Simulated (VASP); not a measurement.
# Li3Sc (Pm-3m) in VASP: further runs

The runs below take Li3Sc through single point, relaxation of cell and atoms, with PBE.

All numbers are computed with VASP 6.6.1; they aren't measurements. Logs are shortened: lines on timing, memory, paths and dates and some standing lists are left out, and cuts for length are marked.

## (1) The cell of the first run

The structure is cubic, space group Pm-3m (No. 221). The conventional cell has a = 4.346 Å, b = 4.346 Å, c = 4.346 Å, α = 90.00°, β = 90.00°, γ = 90.00°. Within 4.0 Å of Li (site symmetry 4/mmm) lie 8 Li at 3.07 Å and 4 Sc at 3.07 Å. Sc (site symmetry m-3m) has 12 Li at 3.07 Å within 4.0 Å.

## (2) Single point, PBE

INCAR

```
PREC = Accurate
ENCUT = 520
EDIFF = 1E-7
ISMEAR = 0
SIGMA = 0.1
LREAL = False
LASPH = True
NELM = 60
ALGO = Normal
ISIF = 2
LWAVE = False
LCHARG = False
GGA = PE
NBANDS = 18
```

KPOINTS

```
Automatic mesh
0
Gamma
  4 4 4
```

POSCAR

```
Li3Sc
1.0
    4.3458506630      0.0000000000      0.0000000000
    0.0000000000      4.3458506630      0.0000000000
    0.0000000000      0.0000000000      4.3458506630
Li Sc
3 1
Direct
    0.0000000000      0.5000000000      0.5000000000
    0.5000000000      0.0000000000      0.5000000000
    0.5000000000      0.5000000000      0.0000000000
    0.0000000000      0.0000000000      0.0000000000
```

Potentials or basis: VASP PAW PBE potentials, release 64 (Li_sv, Sc_sv).

Command:

```
cat potpaw_PBE.64/Li_sv/POTCAR potpaw_PBE.64/Sc_sv/POTCAR > POTCAR
mpirun -np 1 vasp_std > vasp.out
```

OUTCAR:

```text
PREC = Accurate
   ENCUT = 520
   EDIFF = 1E-7
   ISMEAR = 0
   LREAL = False
   LASPH = True
   NELM = 60
   ISIF = 2
   GGA = PE

 ion  position               nearest neighbor table
   1  0.000  0.500  0.500-
   2  0.500  0.000  0.500-
   3  0.500  0.500  0.000-
   4  0.000  0.000  0.000-

  LATTYP: Found a simple cubic cell.
 ALAT       =     4.3458506630

  Lattice vectors:

 A1 = (   4.3458506630,   0.0000000000,   0.0000000000)
 A2 = (   0.0000000000,   4.3458506630,   0.0000000000)
 A3 = (   0.0000000000,   0.0000000000,   4.3458506630)

Analysis of symmetry for initial positions (statically):
=====================================================================
 Subroutine PRICEL returns:
 Original cell was already a primitive cell.

 Routine SETGRP: Setting up the symmetry group for a
 simple cubic supercell.

 Subroutine GETGRP returns: Found 48 space group operations
 (whereof 48 operations were pure point group operations)
 out of a pool of 48 trial point group operations.

The static configuration has the point symmetry O_h .

Analysis of symmetry for dynamics (positions and initial velocities):
=====================================================================
 Subroutine PRICEL returns:
 Original cell was already a primitive cell.

 Routine SETGRP: Setting up the symmetry group for a
 simple cubic supercell.

 Subroutine GETGRP returns: Found 48 space group operations
 (whereof 48 operations were pure point group operations)
 out of a pool of 48 trial point group operations.

The dynamic configuration has the point symmetry O_h .

 Subroutine INISYM returns: Found 48 space group operations
 (whereof 48 operations are pure point group operations),
 and found     1 'primitive' translations

----------------------------------------------------------------------------------------

                                     Primitive cell

  volume of cell :      82.0776

  direct lattice vectors                    reciprocal lattice vectors
     4.345850663  0.000000000  0.000000000     0.230104547  0.000000000  0.000000000
     0.000000000  4.345850663  0.000000000     0.000000000  0.230104547  0.000000000
     0.000000000  0.000000000  4.345850663     0.000000000  0.000000000  0.230104547

  length of vectors
     4.345850663  4.345850663  4.345850663     0.230104547  0.230104547  0.230104547

  position of ions in fractional coordinates (direct lattice)
     0.000000000  0.500000000  0.500000000
     0.500000000  0.000000000  0.500000000
     0.500000000  0.500000000  0.000000000
     0.000000000  0.000000000  0.000000000

  ion indices of the primitive-cell ions
   primitive index   ion index
                 1           1
                 2           2
                 3           3
                 4           4

----------------------------------------------------------------------------------------

 KPOINTS: Automatic mesh

Automatic generation of k-mesh.
 Grid dimensions read from file:
 generate k-points for:    4    4    4

 Generating k-lattice:

  Cartesian coordinates                     Fractional coordinates (reciprocal lattice)
     0.057526137  0.000000000  0.000000000     0.250000000  0.000000000  0.000000000
     0.000000000  0.057526137  0.000000000     0.000000000  0.250000000  0.000000000
     0.000000000  0.000000000  0.057526137     0.000000000  0.000000000  0.250000000

  Length of vectors
     0.057526137  0.057526137  0.057526137

  Shift w.r.t. Gamma in fractional coordinates (k-lattice)
     0.000000000  0.000000000  0.000000000

 Subroutine IBZKPT returns following result:
 ===========================================

 Found     10 irreducible k-points:

 Following reciprocal coordinates:
            Coordinates               Weight
  0.000000  0.000000  0.000000      1.000000
  0.250000  0.000000  0.000000      6.000000
  0.500000  0.000000  0.000000      3.000000
  0.250000  0.250000  0.000000     12.000000
  0.500000  0.250000  0.000000     12.000000
  0.500000  0.500000  0.000000      3.000000
  0.250000  0.250000  0.250000      8.000000
  0.500000  0.250000  0.250000     12.000000
  0.500000  0.500000  0.250000      6.000000
  0.500000  0.500000  0.500000      1.000000
   k-points           NKPTS =     10   k-points in BZ     NKDIM =     10   number of bands    NBANDS=     18
   number of dos      NEDOS =    301   number of ions     NIONS =      4
   total plane-waves  NPLWV =  32768
   dimension x,y,z NGX =    32 NGY =   32 NGZ =   32
   dimension x,y,z NGXF=    64 NGYF=   64 NGZF=   64
   ions per type =               3   1
   NGX,Y,Z   is equivalent  to a cutoff of  12.24, 12.24, 12.24 a.u.
   NGXF,Y,Z  is equivalent  to a cutoff of  24.48, 24.48, 24.48 a.u.
 SYSTEM =  unknown system
   PREC   = accura    normal or accurate (medium, high low for compatibility)
   ISTART =      0    job   : 0-new  1-cont  2-samecut
   ICHARG =      2    charge: 1-file 2-atom 10-const
   ISPIN  =      1    spin polarized calculation?
   LNONCOLLINEAR =      F non collinear calculations
   LSORBIT =      F    spin-orbit coupling
   LASPH  =      T    aspherical Exc in radial PAW
   ENCUT  =  520.0 eV  38.22 Ry    6.18 a.u.   8.08  8.08  8.08*2*pi/ulx,y,z
   NELM   =     60;   NELMIN=  2; NELMDL= -5     # of ELM steps
   EDIFF  = 0.1E-06   stopping-criterion for ELM
   LREAL  =      F    real-space projection
   EDIFFG = 0.1E-05   stopping-criterion for IOM
   NSW    =      0    number of steps for IOM
   IBRION =     -1    ionic relax: 0-MD 1-quasi-New 2-CG
   NFREE  =      0    steps in history (QN), initial steepest desc. (CG)
   ISIF   =      2    stress and relaxation
   ISYM   =      2    0-nonsym 1-usesym 2-fastsym
   POTIM  = 0.5000    time-step for ionic-motion
   TEBEG  =    0.0;   TEEND  =   0.0 temperature during run
   PSTRESS=    0.0 pullay stress
   NELECT =      20.0000    total number of electrons
   NUPDOWN=      -1.0000    fix difference up-down
   EMIN   =  10.00;   EMAX   =-10.00  energy-range for DOS
   EFERMI =   0.00;   METHOD = LEGACY
   ISMEAR =     0;   SIGMA  =   0.10  broadening in eV -4-tet -1-fermi 0-gaus
   EFERMI_NEDOS =   21; number of points for ismear=-14 and -15
   IALGO  =     38    algorithm
   IMIX   =      4    mixing-type and parameters
     AMIX     =   0.40;   BMIX     =  1.00
     AMIX_MAG =   1.60;   BMIX_MAG =  1.00
  volume/ion in A,a.u.               =      20.52       138.47
  Fermi-wavevector in a.u.,A,eV,Ry     =   1.022532  1.932304 14.225853  1.045571
  Thomas-Fermi vector in A             =   2.156216
   LORBIT       =      0    0 simple, 1 ext, 2 COOP (PROOUT), +10 PAW based schemes
   GGA     = PE    functional components
   LHFCALC =     F    Hartree Fock is set to
   AEXX    =    0.0000 exact exchange contribution
   IVDW    =     0    specifies the selected vdW correction
   LEPSILON=     F    determine dielectric tensor
   LRPA    =     F    only Hartree local field effects (RPA)
 non-spin polarized calculation
 Gauss-broadening in eV      SIGMA  =   0.10
  energy-cutoff  :      520.00
  volume of cell :       82.08
 maximum number of plane-waves:      2272
   NGX = 17   NGY = 17   NGZ = 17

 number of electron      20.0000007 magnetization

 Free energy of the ion-electron system (eV)
  ---------------------------------------------------
  ext. energy  EPLUGINS =         0.00000000
  ---------------------------------------------------
  free energy    TOTEN  =       -10.98787351 eV

  energy without entropy =      -10.95831232  energy(sigma->0) =      -10.97309292

 E-fermi :   1.5491     XC(G=0):  -8.0469

 val. band max:        1.5324412185   @ k =   0.5000   0.2500   0.2500
 cond. band min:       1.5832176509   @ k =   0.5000   0.0000   0.0000
 fundamental gap:      0.0507764325
 Fermi energy:         1.5491146208

 k-point     1 :       0.0000    0.0000    0.0000
  band No.  band energies     occupation
      1     -48.8271      2.00000
      2     -44.2995      2.00000
      3     -44.2819      2.00000
      4     -44.2819      2.00000
      5     -27.4217      2.00000
      6     -27.4217      2.00000
[... 10 lines left out ...]
     17       6.4537      0.00000
     18       8.7675      0.00000

 k-point     2 :       0.2500    0.0000    0.0000
  band No.  band energies     occupation
      1     -48.8269      2.00000
      2     -44.2973      2.00000
      3     -44.2841      2.00000
      4     -44.2818      2.00000
      5     -27.4259      2.00000
      6     -27.4213      2.00000
[... 10 lines left out ...]
     17       6.9373      0.00000
     18       8.4493      0.00000

 k-point     3 :       0.5000    0.0000    0.0000
  band No.  band energies     occupation
      1     -48.8268      2.00000
      2     -44.2938      2.00000
      3     -44.2877      2.00000
      4     -44.2818      2.00000
      5     -27.4300      2.00000
      6     -27.4210      2.00000
[... 10 lines left out ...]
     17       6.3687      0.00000
     18       6.8113      0.00000

 k-point     4 :       0.2500    0.2500    0.0000
  band No.  band energies     occupation
      1     -48.8268      2.00000
      2     -44.2954      2.00000
      3     -44.2848      2.00000
      4     -44.2831      2.00000
      5     -27.4257      2.00000
      6     -27.4255      2.00000
[... 10 lines left out ...]
     17       6.1647      0.00000
     18       8.8942      0.00000

 k-point     5 :       0.5000    0.2500    0.0000
  band No.  band energies     occupation
      1     -48.8266      2.00000
      2     -44.2919      2.00000
      3     -44.2877      2.00000
      4     -44.2835      2.00000
      5     -27.4298      2.00000
      6     -27.4253      2.00000
[... 10 lines left out ...]
     17       6.5743      0.00000
     18       6.8863      0.00000

 k-point     6 :       0.5000    0.5000    0.0000
  band No.  band energies     occupation
      1     -48.8264      2.00000
      2     -44.2877      2.00000
      3     -44.2877      2.00000
      4     -44.2877      2.00000
      5     -27.4296      2.00000
      6     -27.4296      2.00000
[... 10 lines left out ...]
     17       7.0228      0.00000
     18       8.7188      0.00000

 k-point     7 :       0.2500    0.2500    0.2500
  band No.  band energies     occupation
      1     -48.8266      2.00000
      2     -44.2937      2.00000
      3     -44.2847      2.00000
      4     -44.2847      2.00000
      5     -27.4254      2.00000
      6     -27.4254      2.00000
[... 10 lines left out ...]
     17       6.4834      0.00000
     18       7.5020      0.00000

 k-point     8 :       0.5000    0.2500    0.2500
  band No.  band energies     occupation
      1     -48.8264      2.00000
      2     -44.2906      2.00000
      3     -44.2877      2.00000
      4     -44.2847      2.00000
      5     -27.4296      2.00000
      6     -27.4251      2.00000
[... 10 lines left out ...]
     17       5.5468      0.00000
     18       6.8114      0.00000

 k-point     9 :       0.5000    0.5000    0.2500
  band No.  band energies     occupation
      1     -48.8262      2.00000
      2     -44.2877      2.00000
      3     -44.2877      2.00000
      4     -44.2877      2.00000
      5     -27.4294      2.00000
      6     -27.4294      2.00000
[... 10 lines left out ...]
     17       5.9618      0.00000
     18       6.9314      0.00000

 k-point    10 :       0.5000    0.5000    0.5000
  band No.  band energies     occupation
      1     -48.8261      2.00000
      2     -44.2877      2.00000
      3     -44.2877      2.00000
      4     -44.2877      2.00000
      5     -27.4292      2.00000
      6     -27.4292      2.00000
[... 10 lines left out ...]
     17       3.9670      0.00000
     18       6.8849      0.00000

------------------------ aborting loop because EDIFF is reached ----------------------------------------

  FORCE on cell =-STRESS in cart. coord.  units (eV):
  Direction    XX          YY          ZZ          XY          YZ          ZX
  --------------------------------------------------------------------------------------
  -------------------------------------------------------------------------------------
  Total        0.4248240      0.4248240      0.4248240      0.0000000      0.0000000     -0.0000000
  in kB        8.2926866      8.2926866      8.2926866      0.0000000      0.0000000     -0.0000000
  external PRESSURE =       8.2926866 kB  Pullay stress =       0.0000000 kB

 VOLUME and BASIS-vectors are now :
 -----------------------------------------------------------------------------
  energy-cutoff  :      520.00
  volume of cell :       82.08
      direct lattice vectors                 reciprocal lattice vectors
     4.345850663  0.000000000  0.000000000     0.230104547  0.000000000  0.000000000
     0.000000000  4.345850663  0.000000000     0.000000000  0.230104547  0.000000000
     0.000000000  0.000000000  4.345850663     0.000000000  0.000000000  0.230104547

 POSITION                                       TOTAL-FORCE (eV/Angst)
 -----------------------------------------------------------------------------------
      0.00000      2.17293      2.17293         0.000000      0.000000      0.000000
      2.17293      0.00000      2.17293         0.000000      0.000000      0.000000
      2.17293      2.17293      0.00000         0.000000      0.000000      0.000000
      0.00000      0.00000      0.00000         0.000000      0.000000      0.000000
 -----------------------------------------------------------------------------------
    total drift:                                0.000000     -0.000000     -0.000000

  FREE ENERGIE OF THE ION-ELECTRON SYSTEM (eV)
  ---------------------------------------------------
  free  energy   TOTEN  =       -10.9878735140 eV

  energy  without entropy=      -10.9583123206  energy(sigma->0) =      -10.97309292
```

It took 6.2 s on 1 thread of Intel Xeon 6975P-C (Granite Rapids), shared host; peak memory 0.16 GiB.

Results:

```yaml
Free_energy: -10.9879 eV
Band_gap_on_the_k_mesh: zero (bands 10 and 11 overlap by 0.58 eV)
```

Levels at points of the mesh, in eV from the Fermi level:
| k point | band 7 | band 8 | band 9 | band 10 | band 11 | band 12 | band 13 | band 14 |
| --- | --- | --- | --- | --- | --- | --- | --- | --- |
| (0.00, 0.00, 0.00) | -28.97 | -4.04 | 0.11 | 0.11 | 1.41 | 1.41 | 1.41 | 1.74 |
| (0.50, 0.00, 0.00) | -28.97 | -2.78 | -1.92 | 0.03 | 0.48 | 0.48 | 1.47 | 1.69 |
| (0.50, 0.50, 0.00) | -28.97 | -1.60 | -1.26 | -0.47 | -0.47 | 0.77 | 0.77 | 1.72 |
| (0.50, 0.50, 0.50) | -28.98 | 0.04 | 0.04 | 0.04 | 0.09 | 0.09 | 0.09 | 0.24 |

Caveat: the k points lie up to 0.36 Å⁻¹ apart, too coarse for converged energies and pressures of a metal; the cutoff is under 1.25 times the usual one of these potentials, so pressure, stress and relaxed cells hold a basis-set (Pulay) error.

[end of part 1 of 2]

The gap in the log of VASP goes by the Fermi energy; the results here count the filled bands.